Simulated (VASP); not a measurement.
# MoS2 (R3m) in VASP: density of states with PBE+D3(BJ)

Aim: the density of states of MoS2 with PBE+D3(BJ).

Everything below comes from runs of VASP 6.6.1. Logs are shortened: lines on timing, memory, paths and dates and some standing lists are left out, and cuts for length are marked.

### Step 1. The cell of the first run

The structure is trigonal, space group R3m (No. 160). Conventional cell: a = 3.153 Å, b = 3.153 Å, c = 17.989 Å, α = 90.00°, β = 90.00°, γ = 120.00°. Within 3.2 Å of Mo (site symmetry 3m) lie 6 S at 2.40 Å and 6 Mo at 3.15 Å. S (site symmetry 3m) has 3 Mo at 2.40 Å and 7 S at 3.13 to 3.15 Å within 3.2 Å. Within 3.2 Å of S (site symmetry 3m) lie 3 Mo at 2.40 Å and 7 S at 3.13 to 3.15 Å.

### Step 2. Density of states, PBE+D3(BJ)

POSCAR

```
MoS2
1.0
    1.5765517821      0.9102225958      5.9962616838
   -1.5765517821      0.9102225958      5.9962616838
    0.0000000000     -1.8204451916      5.9962616838
Mo S
1 2
Direct
    0.0000824196      0.0000824196      0.0000824196
    0.2465380083      0.2465380083      0.2465380083
    0.4203795722      0.4203795722      0.4203795722
```

INCAR.step1

```
SYSTEM = MoS2
PREC = Accurate
ENCUT = 520
EDIFF = 1E-6
ISMEAR = 0
SIGMA = 0.02
LREAL = .False.
LASPH = .True.
NELM = 100
ALGO = Normal
ISIF = 2
LWAVE = .False.
LCHARG = .True.
LMAXMIX = 4
GGA = PE
IVDW = 12
NBANDS = 20
```

KPOINTS.step1

```
Automatic mesh
0
Gamma
  12 12 12
  0 0 0
```

INCAR.step2

```
SYSTEM = MoS2
PREC = Accurate
ENCUT = 520
EDIFF = 1E-6
ISMEAR = -5
SIGMA = 0.02
LREAL = .False.
LASPH = .True.
NELM = 100
ALGO = Normal
ISIF = 2
LWAVE = .False.
LCHARG = .False.
LMAXMIX = 4
GGA = PE
IVDW = 12
LORBIT = 11
NEDOS = 2001
ICHARG = 11
```

KPOINTS.step2

```
Automatic mesh
0
Gamma
  18 18 18
  0 0 0
```

Potentials or basis: VASP PAW PBE potentials, release 64 (Mo_sv, S).

Launch:

```bash
> cat potpaw_PBE.64/Mo_sv/POTCAR potpaw_PBE.64/S/POTCAR > POTCAR
> cp INCAR.step1 INCAR
> cp KPOINTS.step1 KPOINTS
> mpirun -np 1 vasp_std > vasp.out
> cp INCAR.step2 INCAR
> cp KPOINTS.step2 KPOINTS
> mpirun -np 1 vasp_std > vasp.out
```

OUTCAR:

```text
SYSTEM = MoS2
   PREC = Accurate
   ENCUT = 520
   EDIFF = 1E-6
   ISMEAR = -5
   LREAL = .False.
   LASPH = .True.
   NELM = 100
   ISIF = 2
   GGA = PE
   IVDW = 12
   LORBIT = 11
   ICHARG = 11
 IVDW          = 12

 ion  position               nearest neighbor table
   1  0.000  0.000  0.000-   2 2.40   2 2.40   2 2.40   3 2.40   3 2.40   3 2.40
   2  0.247  0.247  0.247-   1 2.40   1 2.40   1 2.40
   3  0.420  0.420  0.420-   1 2.40   1 2.40   1 2.40

  LATTYP: Found a trigonal (rhomboedric) cell.
 ALAT       =     6.2665121779
 COS(alpha) =     0.8734113701

  Lattice vectors:

 A1 = (   1.5765517821,   0.9102225958,   5.9962616838)
 A2 = (  -1.5765517821,   0.9102225958,   5.9962616838)
 A3 = (   0.0000000000,  -1.8204451916,   5.9962616838)

Analysis of symmetry for initial positions (statically):
=====================================================================
 Subroutine PRICEL returns:
 Original cell was already a primitive cell.

 Routine SETGRP: Setting up the symmetry group for a
 trigonal (rhombohedral) supercell.

 Subroutine GETGRP returns: Found  6 space group operations
 (whereof  6 operations were pure point group operations)
 out of a pool of 12 trial point group operations.

The static configuration has the point symmetry C_3v.

Analysis of symmetry for dynamics (positions and initial velocities):
=====================================================================
 Subroutine PRICEL returns:
 Original cell was already a primitive cell.

 Routine SETGRP: Setting up the symmetry group for a
 trigonal (rhombohedral) supercell.

 Subroutine GETGRP returns: Found  6 space group operations
 (whereof  6 operations were pure point group operations)
 out of a pool of 12 trial point group operations.

The dynamic configuration has the point symmetry C_3v.

 Subroutine INISYM returns: Found  6 space group operations
 (whereof  6 operations are pure point group operations),
 and found     1 'primitive' translations

----------------------------------------------------------------------------------------

                                     Primitive cell

  volume of cell :      51.6283

  direct lattice vectors                    reciprocal lattice vectors
     1.576551782  0.910222596  5.996261684     0.317147845  0.183105394  0.055590191
[... 96 lines left out ...]
   ISIF   =      2    stress and relaxation
   ISYM   =      2    0-nonsym 1-usesym 2-fastsym
   POTIM  = 0.5000    time-step for ionic-motion
   TEBEG  =    0.0;   TEEND  =   0.0 temperature during run
   PSTRESS=    0.0 pullay stress
   NELECT =      26.0000    total number of electrons
   NUPDOWN=      -1.0000    fix difference up-down
   EMIN   =  10.00;   EMAX   =-10.00  energy-range for DOS
   EFERMI =   0.00;   METHOD = LEGACY
   ISMEAR =    -5;   SIGMA  =   0.02  broadening in eV -4-tet -1-fermi 0-gaus
   EFERMI_NEDOS =   21; number of points for ismear=-14 and -15
   IALGO  =     38    algorithm
   IMIX   =      4    mixing-type and parameters
     AMIX     =   0.40;   BMIX     =  1.00
     AMIX_MAG =   1.60;   BMIX_MAG =  1.00
  volume/ion in A,a.u.               =      17.21       116.13
  Fermi-wavevector in a.u.,A,eV,Ry     =   1.302477  2.461325 23.081553  1.696446
  Thomas-Fermi vector in A             =   2.433542
   LORBIT       =     11    0 simple, 1 ext, 2 COOP (PROOUT), +10 PAW based schemes
   GGA     = PE    functional components
   LHFCALC =     F    Hartree Fock is set to
   AEXX    =    0.0000 exact exchange contribution
   IVDW    =    12    specifies the selected vdW correction
   LEPSILON=     F    determine dielectric tensor
   LRPA    =     F    only Hartree local field effects (RPA)
 non-spin polarized calculation
 Fermi weights with tetrahedron method with Bloechl corrections
  energy-cutoff  :      520.00
  volume of cell :       51.63
 maximum number of plane-waves:      1414

 number of electron      26.0000001 magnetization

 Free energy of the ion-electron system (eV)
  ---------------------------------------------------
  ext. energy  EPLUGINS =         0.00000000
  ---------------------------------------------------
  free energy    TOTEN  =       -21.76583739 eV

  energy without entropy =      -21.76583739  energy(sigma->0) =      -21.76583739

 E-fermi :   8.1242     XC(G=0): -11.0559

 val. band max:        8.0925811501   @ k =   0.5000   0.5000   0.5000
 cond. band min:       8.8983876513   @ k =  -0.1667   0.1667   0.0000
 fundamental gap:      0.8058065011
 Fermi energy:         8.1242189172

 k-point     1 :       0.0000    0.0000    0.0000
  band No.  band energies     occupation
      1     -53.5137      2.00000
      2     -27.6782      2.00000
      3     -27.4375      2.00000
      4     -27.4375      2.00000
      5      -7.1030      2.00000
      6      -5.3032      2.00000
[... 457 lines left out ...]
      4     -27.4899      2.00000
      5      -6.1887      2.00000
      6      -5.0186      2.00000
[... 9 lines left out ...]
     16      10.5294      0.00000
     17      11.2123      0.00000

 [... further k-points ...]

------------------------ aborting loop because EDIFF is reached ----------------------------------------

 Edisp (eV)   -1.32075

 E8    (eV) :    -0.5326

  FORCE on cell =-STRESS in cart. coord.  units (eV):
  Direction    XX          YY          ZZ          XY          YZ          ZX
  --------------------------------------------------------------------------------------
  -------------------------------------------------------------------------------------
  Total      -0.03820    -0.03820    -0.06007     0.00000    -0.00000    -0.00000
  in kB      -1.18538    -1.18538    -1.86401     0.00000    -0.00000    -0.00000
  external pressure =       -1.41 kB  Pullay stress =        0.00 kB

 VOLUME and BASIS-vectors are now :
 -----------------------------------------------------------------------------
  energy-cutoff  :      520.00
  volume of cell :       51.63
      direct lattice vectors                 reciprocal lattice vectors
     1.576551782  0.910222596  5.996261684     0.317147845  0.183105394  0.055590191
    -1.576551782  0.910222596  5.996261684    -0.317147845  0.183105394  0.055590191
     0.000000000 -1.820445192  5.996261684     0.000000000 -0.366210787  0.055590191

 POSITION                                       TOTAL-FORCE (eV/Angst)
 -----------------------------------------------------------------------------------
      0.00000      0.00000      0.00148         0.000000      0.000000      0.000805
      0.00000      0.00000      4.43492         0.000000      0.000000      0.014720
      0.00000      0.00000      7.56212         0.000000     -0.000000     -0.015526
 -----------------------------------------------------------------------------------
    total drift:                                0.000000      0.000000      0.000639

  FREE ENERGIE OF THE ION-ELECTRON SYSTEM (eV)
  ---------------------------------------------------
  free  energy   TOTEN  =       -23.0865836420 eV

  energy  without entropy=      -23.0865836420  energy(sigma->0) =      -23.08658364

 total charge

# of ion       s       p       d       tot
------------------------------------------
    1        2.293   6.224   3.965  12.482
    2        1.366   2.343   0.000   3.709
    3        1.366   2.342   0.000   3.709
--------------------------------------------------
tot          5.025  10.910   3.965  19.900
```

OSZICAR.step1:

```text
N       E                     dE             d eps       ncg     rms          rms(c)
DAV:   1     0.182546780183E+03    0.18255E+03   -0.13571E+04  7576   0.124E+03
DAV:   2    -0.159175790421E+02   -0.19846E+03   -0.19309E+03  9180   0.317E+02
DAV:   3    -0.231242553493E+02   -0.72067E+01   -0.71369E+01  9384   0.567E+01
DAV:   4    -0.232033091070E+02   -0.79054E-01   -0.79009E-01  9232   0.632E+00
DAV:   5    -0.232044489125E+02   -0.11398E-02   -0.11397E-02  9404   0.745E-01    0.248E+01
DAV:   6    -0.221482056101E+02    0.10562E+01   -0.10334E+01  8036   0.195E+01    0.909E+00
DAV:   7    -0.218714921516E+02    0.27671E+00   -0.39018E+00  7732   0.113E+01    0.608E+00
DAV:   8    -0.217655310628E+02    0.10596E+00   -0.54314E-01  8508   0.452E+00    0.186E+00
DAV:   9    -0.217670924035E+02   -0.15613E-02   -0.22197E-02  8824   0.939E-01    0.655E-01
DAV:  10    -0.217658216497E+02    0.12708E-02   -0.90391E-03  8436   0.634E-01    0.137E-01
DAV:  11    -0.217658377035E+02   -0.16054E-04   -0.42365E-04  8864   0.144E-01    0.485E-02
DAV:  12    -0.217658181898E+02    0.19514E-04   -0.90779E-05  8608   0.621E-02    0.349E-02
DAV:  13    -0.217658338663E+02   -0.15676E-04   -0.22378E-05  8056   0.285E-02    0.882E-03
DAV:  14    -0.217658339382E+02   -0.71925E-07   -0.13191E-06  6976   0.704E-03
   1 F= -.23086580E+02 E0= -.23086580E+02  d E =-.293118E-72
```

Run time: 12 min. Hardware: 1 thread of Intel Xeon 6975P-C (Granite Rapids), shared host; peak memory 0.7 GiB.

Results:

```yaml
Valence_electrons_inside_the_program's_atomic_spheres: Mo 12.48; S 3.71
Dispersion_energy_per_atom: -0.440 eV
```

Levels at points of the mesh, in eV from the valence-band top:
| k point | band 9 | band 10 | band 11 | band 12 | band 13 | band 14 | band 15 | band 16 | band 17 |
| --- | --- | --- | --- | --- | --- | --- | --- | --- | --- |
| (0.00, 0.00, 0.00) | -3.37 | -2.28 | -2.28 | -1.34 | -1.09 | 1.95 | 1.95 | 2.37 | 2.37 |
| (0.50, 0.00, 0.00) | -5.10 | -4.03 | -2.42 | -1.60 | -1.56 | 1.60 | 1.96 | 3.28 | 3.47 |
| (0.50, 0.50, 0.00) | -4.76 | -3.92 | -3.11 | -1.88 | -1.37 | 1.54 | 2.12 | 2.93 | 3.86 |
| (0.50, 0.50, 0.50) | -3.40 | -3.40 | -2.24 | -2.24 | 0.00 | 2.09 | 2.09 | 2.18 | 2.18 |
